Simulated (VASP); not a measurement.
# Hf3ZnIr (Pm-3m) in VASP: notebook

The runs below take Hf3ZnIr through single point, relaxation of cell and atoms, with PBE.

All numbers are computed with VASP 6.6.1; they aren't measurements. Logs are shortened: lines on timing, memory, paths and dates and some standing lists are left out, and cuts for length are marked.

## Step 1: The cell of the first run

The structure is cubic, space group Pm-3m (No. 221). Conventional cell: a = 4.791 Å, b = 4.791 Å, c = 4.791 Å, α = 90.00°, β = 90.00°, γ = 90.00°. Within 3.2 Å of Hf (site symmetry 4/mmm) lie 2 Zn at 2.40 Å. Within 3.2 Å of Zn (site symmetry m-3m) lie 6 Hf at 2.40 Å. Within 4.5 Å of Ir (site symmetry m-3m) lie 12 Hf at 3.39 Å and 8 Zn at 4.15 Å.

## Step 2: Single point, PBE

File INCAR:

```
SYSTEM = Hf3ZnIr
ALGO = Normal ; EDIFF = 1E-6
ENCUT = 520 ; GGA = PE
ISIF = 2 ; ISMEAR = 0
LASPH = .TRUE. ; LCHARG = .TRUE.
LELF = .TRUE. ; LREAL = .FALSE.
LVHAR = .TRUE. ; LWAVE = .FALSE.
NBANDS = 34 ; NELM = 100
PREC = Accurate ; SIGMA = 0.1
```

File KPOINTS:

```
k-points
0
G
  8 8 8
  0 0 0
```

File POSCAR:

```
Hf3ZnIr
1.0
    4.7906641488      0.0000000000      0.0000000000
    0.0000000000      4.7906641488      0.0000000000
    0.0000000000      0.0000000000      4.7906641488
Hf Zn Ir
3 1 1
Direct
    0.0000000000      0.5000000000      0.5000000000
    0.5000000000      0.0000000000      0.5000000000
    0.5000000000      0.5000000000      0.0000000000
    0.5000000000      0.5000000000      0.5000000000
    0.0000000000      0.0000000000      0.0000000000
```

Potentials or basis: VASP PAW PBE potentials, release 64 (Hf_pv, Zn, Ir).

The run is started by

```bash
cat potpaw_PBE.64/Hf_pv/POTCAR potpaw_PBE.64/Zn/POTCAR potpaw_PBE.64/Ir/POTCAR > POTCAR
mpirun -np 1 vasp_std > vasp.out
```

OUTCAR:

```text
SYSTEM = Hf3ZnIr
   EDIFF = 1E-6
   ENCUT = 520
   GGA = PE
   ISIF = 2
   ISMEAR = 0
   LASPH = .TRUE.
   LREAL = .FALSE.
   NELM = 100
   PREC = Accurate

 ion  position               nearest neighbor table
   1  0.000  0.500  0.500-   4 2.40   4 2.40   2 3.39   5 3.39   3 3.39   5 3.39   2 3.39   5 3.39
                             5 3.39   2 3.39   3 3.39   3 3.39   3 3.39   2 3.39
   2  0.500  0.000  0.500-   4 2.40   4 2.40   1 3.39   5 3.39   3 3.39   5 3.39   1 3.39   3 3.39
                             3 3.39   3 3.39   1 3.39   5 3.39   5 3.39   1 3.39
   3  0.500  0.500  0.000-   4 2.40   4 2.40   1 3.39   5 3.39   1 3.39   2 3.39   2 3.39   2 3.39
                             5 3.39   2 3.39   1 3.39   5 3.39   1 3.39   5 3.39
   4  0.500  0.500  0.500-   1 2.40   2 2.40   3 2.40   3 2.40   2 2.40   1 2.40
   5  0.000  0.000  0.000-   1 3.39   2 3.39   3 3.39   1 3.39   2 3.39   1 3.39   3 3.39   1 3.39
                             2 3.39   3 3.39   2 3.39   3 3.39

  LATTYP: Found a simple cubic cell.
 ALAT       =     4.7906641488

  Lattice vectors:

 A1 = (   4.7906641488,   0.0000000000,   0.0000000000)
 A2 = (   0.0000000000,   4.7906641488,   0.0000000000)
 A3 = (   0.0000000000,   0.0000000000,   4.7906641488)

Analysis of symmetry for initial positions (statically):
=====================================================================
 Subroutine PRICEL returns:
 Original cell was already a primitive cell.

 Routine SETGRP: Setting up the symmetry group for a
 simple cubic supercell.

 Subroutine GETGRP returns: Found 48 space group operations
 (whereof 48 operations were pure point group operations)
 out of a pool of 48 trial point group operations.

The static configuration has the point symmetry O_h .

Analysis of symmetry for dynamics (positions and initial velocities):
=====================================================================
 Subroutine PRICEL returns:
 Original cell was already a primitive cell.

 Routine SETGRP: Setting up the symmetry group for a
 simple cubic supercell.

 Subroutine GETGRP returns: Found 48 space group operations
 (whereof 48 operations were pure point group operations)
 out of a pool of 48 trial point group operations.

The dynamic configuration has the point symmetry O_h .

 Subroutine INISYM returns: Found 48 space group operations
 (whereof 48 operations are pure point group operations),
 and found     1 'primitive' translations

----------------------------------------------------------------------------------------

                                     Primitive cell

  volume of cell :     109.9480

  direct lattice vectors                    reciprocal lattice vectors
     4.790664149  0.000000000  0.000000000     0.208739325  0.000000000  0.000000000
     0.000000000  4.790664149  0.000000000     0.000000000  0.208739325  0.000000000
     0.000000000  0.000000000  4.790664149     0.000000000  0.000000000  0.208739325

  length of vectors
     4.790664149  4.790664149  4.790664149     0.208739325  0.208739325  0.208739325

  position of ions in fractional coordinates (direct lattice)
     0.000000000  0.500000000  0.500000000
     0.500000000  0.000000000  0.500000000
     0.500000000  0.500000000  0.000000000
     0.500000000  0.500000000  0.500000000
     0.000000000  0.000000000  0.000000000

  ion indices of the primitive-cell ions
   primitive index   ion index
                 1           1
                 2           2
                 3           3
                 4           4
                 5           5

----------------------------------------------------------------------------------------

 KPOINTS: k-points

Automatic generation of k-mesh.
 Grid dimensions read from file:
 generate k-points for:    8    8    8

 Generating k-lattice:

  Cartesian coordinates                     Fractional coordinates (reciprocal lattice)
     0.026092416  0.000000000  0.000000000     0.125000000  0.000000000  0.000000000
     0.000000000  0.026092416  0.000000000     0.000000000  0.125000000  0.000000000
     0.000000000  0.000000000  0.026092416     0.000000000  0.000000000  0.125000000

  Length of vectors
     0.026092416  0.026092416  0.026092416

  Shift w.r.t. Gamma in fractional coordinates (k-lattice)
     0.000000000  0.000000000  0.000000000

 Subroutine IBZKPT returns following result:
 ===========================================

 Found     35 irreducible k-points:

 Following reciprocal coordinates:
            Coordinates               Weight
  0.000000  0.000000  0.000000      1.000000
  0.125000  0.000000  0.000000      6.000000
  0.250000  0.000000  0.000000      6.000000
  0.375000  0.000000  0.000000      6.000000
  0.500000  0.000000  0.000000      3.000000
  0.125000  0.125000  0.000000     12.000000
[... 16 lines left out ...]
  0.375000  0.375000  0.125000     24.000000
  0.500000  0.375000  0.125000     24.000000
 [... further k-points ...]
   k-points           NKPTS =     35   k-points in BZ     NKDIM =     35   number of bands    NBANDS=     34
   number of dos      NEDOS =    301   number of ions     NIONS =      5
   total plane-waves  NPLWV =  46656
   dimension x,y,z NGX =    36 NGY =   36 NGZ =   36
   dimension x,y,z NGXF=    72 NGYF=   72 NGZF=   72
   ions per type =               3   1   1
   NGX,Y,Z   is equivalent  to a cutoff of  12.49, 12.49, 12.49 a.u.
   NGXF,Y,Z  is equivalent  to a cutoff of  24.99, 24.99, 24.99 a.u.
 SYSTEM =  Hf3ZnIr
   PREC   = accura    normal or accurate (medium, high low for compatibility)
   ISTART =      0    job   : 0-new  1-cont  2-samecut
   ICHARG =      2    charge: 1-file 2-atom 10-const
   ISPIN  =      1    spin polarized calculation?
   LNONCOLLINEAR =      F non collinear calculations
   LSORBIT =      F    spin-orbit coupling
   LASPH  =      T    aspherical Exc in radial PAW
   ENCUT  =  520.0 eV  38.22 Ry    6.18 a.u.   8.91  8.91  8.91*2*pi/ulx,y,z
   NELM   =    100;   NELMIN=  2; NELMDL= -5     # of ELM steps
   EDIFF  = 0.1E-05   stopping-criterion for ELM
   LREAL  =      F    real-space projection
   EDIFFG = 0.1E-04   stopping-criterion for IOM
   NSW    =      0    number of steps for IOM
   IBRION =     -1    ionic relax: 0-MD 1-quasi-New 2-CG
   NFREE  =      0    steps in history (QN), initial steepest desc. (CG)
   ISIF   =      2    stress and relaxation
   ISYM   =      2    0-nonsym 1-usesym 2-fastsym
   POTIM  = 0.5000    time-step for ionic-motion
   TEBEG  =    0.0;   TEEND  =   0.0 temperature during run
   PSTRESS=    0.0 pullay stress
   NELECT =      51.0000    total number of electrons
   NUPDOWN=      -1.0000    fix difference up-down
   EMIN   =  10.00;   EMAX   =-10.00  energy-range for DOS
   EFERMI =   0.00;   METHOD = LEGACY
   ISMEAR =     0;   SIGMA  =   0.10  broadening in eV -4-tet -1-fermi 0-gaus
   EFERMI_NEDOS =   21; number of points for ismear=-14 and -15
   IALGO  =     38    algorithm
   IMIX   =      4    mixing-type and parameters
     AMIX     =   0.40;   BMIX     =  1.00
     AMIX_MAG =   1.60;   BMIX_MAG =  1.00
  volume/ion in A,a.u.               =      21.99       148.39
  Fermi-wavevector in a.u.,A,eV,Ry     =   1.267270  2.394793 21.850594  1.605973
  Thomas-Fermi vector in A             =   2.400427
   LORBIT       =      0    0 simple, 1 ext, 2 COOP (PROOUT), +10 PAW based schemes
   GGA     = PE    functional components
   LHFCALC =     F    Hartree Fock is set to
   AEXX    =    0.0000 exact exchange contribution
   IVDW    =     0    specifies the selected vdW correction
   LEPSILON=     F    determine dielectric tensor
   LRPA    =     F    only Hartree local field effects (RPA)
 non-spin polarized calculation
 Gauss-broadening in eV      SIGMA  =   0.10
  energy-cutoff  :      520.00
  volume of cell :      109.95
 maximum number of plane-waves:      3016
 NGX is ok and might be reduce to    36
   NGX = 17   NGY = 17   NGZ = 17

 number of electron      51.0000033 magnetization

 Free energy of the ion-electron system (eV)
  ---------------------------------------------------
  ext. energy  EPLUGINS =         0.00000000
  ---------------------------------------------------
  free energy    TOTEN  =       -35.61622727 eV

  energy without entropy =      -35.58022180  energy(sigma->0) =      -35.59822454

 E-fermi :   3.9181     XC(G=0): -11.0085

 val. band max:        3.9000841031   @ k =   0.2500   0.2500   0.0000
 cond. band min:       3.9181448927   @ k =   0.1250   0.1250   0.0000
 fundamental gap:      0.0180607896
 Fermi energy:         3.9180955835

 k-point     1 :       0.0000    0.0000    0.0000
  band No.  band energies     occupation
      1     -27.2366      2.00000
      2     -27.2366      2.00000
      3     -27.2366      2.00000
      4     -27.0336      2.00000
      5     -27.0336      2.00000
      6     -27.0336      2.00000
[... 26 lines left out ...]
     33       7.9993      0.00000
     34       7.9993      0.00000

 k-point     2 :       0.1250    0.0000    0.0000
  band No.  band energies     occupation
      1     -27.2308      2.00000
      2     -27.2308      2.00000
      3     -27.2291      2.00000
      4     -27.0355      2.00000
      5     -27.0355      2.00000
      6     -27.0341      2.00000
[... 26 lines left out ...]
     33       7.3471      0.00000
     34       7.9561      0.00000

 k-point     3 :       0.2500    0.0000    0.0000
  band No.  band energies     occupation
      1     -27.2154      2.00000
      2     -27.2154      2.00000
      3     -27.2070      2.00000
      4     -27.0415      2.00000
      5     -27.0415      2.00000
      6     -27.0353      2.00000
[... 26 lines left out ...]
     33       7.2443      0.00000
     34       7.5763      0.00000
[... 704 lines left out ...]
 k-point    23 :       0.3750    0.3750    0.1250
  band No.  band energies     occupation
      1     -27.2889      2.00000
      2     -27.1568      2.00000
      3     -27.1248      2.00000
      4     -27.1067      2.00000
      5     -27.0779      2.00000
      6     -27.0412      2.00000
[... 26 lines left out ...]
     33       7.0377      0.00000
     34       7.3339      0.00000

 k-point    24 :       0.5000    0.3750    0.1250
  band No.  band energies     occupation
      1     -27.2952      2.00000
      2     -27.1658      2.00000
      3     -27.1147      2.00000
      4     -27.1018      2.00000
      5     -27.0879      2.00000
      6     -27.0243      2.00000
[... 26 lines left out ...]
     33       6.9466      0.00000
     34       7.4173      0.00000

 [... further k-points ...]

------------------------ aborting loop because EDIFF is reached ----------------------------------------

  FORCE on cell =-STRESS in cart. coord.  units (eV):
  Direction    XX          YY          ZZ          XY          YZ          ZX
  --------------------------------------------------------------------------------------
  -------------------------------------------------------------------------------------
  Total       -0.3791606     -0.3791606     -0.3791606      0.0000000     -0.0000000      0.0000000
  in kB       -5.5251818     -5.5251818     -5.5251818      0.0000000     -0.0000000      0.0000000
  external PRESSURE =      -5.5251818 kB  Pullay stress =       0.0000000 kB

 VOLUME and BASIS-vectors are now :
 -----------------------------------------------------------------------------
  energy-cutoff  :      520.00
  volume of cell :      109.95
      direct lattice vectors                 reciprocal lattice vectors
     4.790664149  0.000000000  0.000000000     0.208739325  0.000000000  0.000000000
     0.000000000  4.790664149  0.000000000     0.000000000  0.208739325  0.000000000
     0.000000000  0.000000000  4.790664149     0.000000000  0.000000000  0.208739325

 POSITION                                       TOTAL-FORCE (eV/Angst)
 -----------------------------------------------------------------------------------
      0.00000      2.39533      2.39533         0.000000      0.000000      0.000000
      2.39533      0.00000      2.39533         0.000000      0.000000      0.000000
      2.39533      2.39533      0.00000         0.000000      0.000000      0.000000
      2.39533      2.39533      2.39533         0.000000      0.000000      0.000000
      0.00000      0.00000      0.00000         0.000000      0.000000      0.000000
 -----------------------------------------------------------------------------------
    total drift:                                0.000000      0.000000      0.000000

  FREE ENERGIE OF THE ION-ELECTRON SYSTEM (eV)
  ---------------------------------------------------
  free  energy   TOTEN  =       -35.6162272725 eV

  energy  without entropy=      -35.5802217984  energy(sigma->0) =      -35.59822454
```

It took 2.8 min on 1 thread of Intel Xeon Platinum 8375C at 2.90GHz (Ice Lake), shared host; peak memory 0.29 GiB.

Results:

| Item | Value |
| --- | --- |
| Free energy | -35.6162 eV |
| Pressure | -0.6 GPa |

Caveat: spin-orbit coupling is left out, which moves the levels of the heavy elements.

## Step 3: Relaxation of cell and atoms, PBE

This run uses another cell than the first one, of 22.63 Å³/atom, 1.029 times its volume.

File INCAR:

```
ALGO = Normal
EDIFF = 1E-6
EDIFFG = -0.01
ENCUT = 600
GGA = PE
IBRION = 2
ISIF = 3
ISMEAR = 0
LASPH = True
LCHARG = False
LREAL = False
LWAVE = False
NELM = 100
NSW = 100
PREC = Accurate
SIGMA = 0.1
```

File KPOINTS:

```
k-points
0
Gamma
  8 8 8
```

Edit POSCAR of step 2 so:

```diff
@@ -2,5 +2,5 @@
 1.0
-    4.7906641488      0.0000000000      0.0000000000
-    0.0000000000      4.7906641488      0.0000000000
-    0.0000000000      0.0000000000      4.7906641488
+    4.8370749300      0.0000000000      0.0000000000
+    0.0000000000      4.8370749300      0.0000000000
+    0.0000000000      0.0000000000      4.8370749300
 Hf Zn Ir
```

Potentials or basis: VASP PAW PBE potentials, release 64 (Hf_pv, Zn, Ir).

The run is started by

```bash
cat potpaw_PBE.64/Hf_pv/POTCAR potpaw_PBE.64/Zn/POTCAR potpaw_PBE.64/Ir/POTCAR > POTCAR
mpirun -np 1 vasp_std > vasp.out
```

Run time: 7.8 min. Hardware: 1 thread of Intel Xeon Platinum 8375C at 2.90GHz (Ice Lake), shared host; peak memory 0.35 GiB.

The run converged. Its results:

```
Free energy                            : -35.6178 eV
Relaxed volume                         : 21.88 Å³/atom
Relaxed cell                           : a = 4.783 Å, b = 4.783 Å, c = 4.783 Å, α = 90.00°, β = 90.00°, γ = 90.00°
Space group after relaxing (to 0.05 Å) : Pm-3m (No. 221)
Energy gained by relaxing              : 8.5 meV/atom
Ionic steps                            : 3
Pressure after relaxing                : 0.0 GPa
```

The path:
```csv
step,energy change (eV),largest force (eV/Å),pressure (GPa),volume (Å³)
1,0.0000,0.0000,-3.47,113.17
2,0.0129,0.0000,4.48,105.33
3,-0.0424,0.0000,-0.03,109.42
```

Final structure:
```
Hf Zn Ir
1.0
     4.78302    0.00000    0.00000
     0.00000    4.78302    0.00000
     0.00000    0.00000    4.78302
Hf Zn Ir
3 1 1
Cartesian
  0.0000 2.3915 2.3915
  2.3915 0.0000 2.3915
  2.3915 2.3915 0.0000
  2.3915 2.3915 2.3915
  0.0000 0.0000 0.0000
```

Levels at points of the mesh, in eV from the Fermi level:
| k point | band 23 | band 24 | band 25 | band 26 | band 27 | band 28 | band 29 | band 30 |
| --- | --- | --- | --- | --- | --- | --- | --- | --- |
| (0.00, 0.00, 0.00) | 0.25 | 0.25 | 0.65 | 0.65 | 0.65 | 1.18 | 1.18 | 3.50 |
| (0.50, 0.00, 0.00) | -0.79 | -0.26 | -0.25 | -0.25 | 0.17 | 0.17 | 1.39 | 1.88 |
| (0.50, 0.50, 0.00) | -1.47 | -0.97 | -0.48 | -0.48 | -0.23 | 1.32 | 1.32 | 1.58 |
| (0.50, 0.50, 0.50) | -1.16 | -1.16 | 0.25 | 0.25 | 0.25 | 1.00 | 1.00 | 1.00 |

Caveat: spin-orbit coupling is left out, which moves the levels of the heavy elements.

## Step 4: Single point, PBE, collinear spin, ferromagnetic start

This run uses another cell than the first one, of 22.63 Å³/atom, 1.029 times its volume.

File INCAR:

```
PREC = Accurate ; ENCUT = 520
EDIFF = 1E-7 ; ISMEAR = 0
SIGMA = 0.1 ; LREAL = False
LASPH = True ; NELM = 150
ALGO = Normal ; ISIF = 2
LWAVE = False ; LCHARG = True
ISPIN = 2 ; MAGMOM = 0 0 0 0 1
LORBIT = 11 ; LMAXMIX = 4
GGA = PE ; LELF = True
LVHAR = True ; NBANDS = 38
```

File KPOINTS:

```
Automatic mesh
0
Gamma
  4 4 4
```

POSCAR is that of step 3.

The run is started by

```bash
cat potpaw_PBE.64/Hf_pv/POTCAR potpaw_PBE.64/Zn/POTCAR potpaw_PBE.64/Ir/POTCAR > POTCAR
mpirun -np 1 vasp_std > vasp.out
```

Wall time 2.2 min (1 thread of Intel Xeon Platinum 8375C at 2.90GHz (Ice Lake), shared host); peak memory 0.28 GiB.

It converged, with:

```yaml
Free_energy: -35.6374 eV
Pressure: -3.8 GPa
Net_moment: 0.00 μB per cell
Valence_electrons_inside_the_program's_atomic_spheres: Hf 8.16; Zn 11.52; Ir 7.65
```

Levels at points of the mesh, in eV from the Fermi level:
Spin up:
| k point | band 24 | band 25 | band 26 | band 27 | band 28 | band 29 |
| --- | --- | --- | --- | --- | --- | --- |
| (0.00, 0.00, 0.00) | 0.19 | 0.52 | 0.52 | 0.52 | 1.06 | 1.06 |
| (0.50, 0.00, 0.00) | -0.29 | -0.28 | -0.28 | 0.09 | 0.09 | 1.30 |
| (0.50, 0.50, 0.00) | -0.99 | -0.50 | -0.50 | -0.24 | 1.24 | 1.24 |
| (0.50, 0.50, 0.50) | -1.17 | 0.18 | 0.18 | 0.18 | 0.93 | 0.93 |
Spin down:
| k point | band 24 | band 25 | band 26 | band 27 | band 28 | band 29 |
| --- | --- | --- | --- | --- | --- | --- |
| (0.00, 0.00, 0.00) | 0.19 | 0.52 | 0.52 | 0.52 | 1.06 | 1.06 |
| (0.50, 0.00, 0.00) | -0.29 | -0.28 | -0.28 | 0.09 | 0.09 | 1.30 |
| (0.50, 0.50, 0.00) | -0.99 | -0.50 | -0.50 | -0.24 | 1.24 | 1.24 |
| (0.50, 0.50, 0.50) | -1.17 | 0.18 | 0.18 | 0.18 | 0.93 | 0.93 |

Caveat: spin-orbit coupling is left out, which moves the levels of the heavy elements.

## Step 5: The runs side by side

```csv
task,spin,cell,k mesh,cutoff (eV),gap on the mesh (eV),pressure (GPa)
single point,off,"a = 4.791 Å, 5 atoms",8 × 8 × 8,520,none,-0.6
relaxation of cell and atoms,off,"relaxed from a = 4.837 Å, 5 atoms",8 × 8 × 8,600,none,0.0
single point,"collinear, ferromagnetic start","a = 4.837 Å, 5 atoms",4 × 4 × 4,520,none,-3.8
```

Alike in all rows: level PBE; potentials or basis VASP PAW PBE potentials, release 64 (Hf_pv, Zn, Ir); smearing gaussian 0.1 eV.

Caveats: spin-orbit coupling is left out, which moves the levels of the heavy elements.

Absolute energies hang on the potentials; compare differences alone.
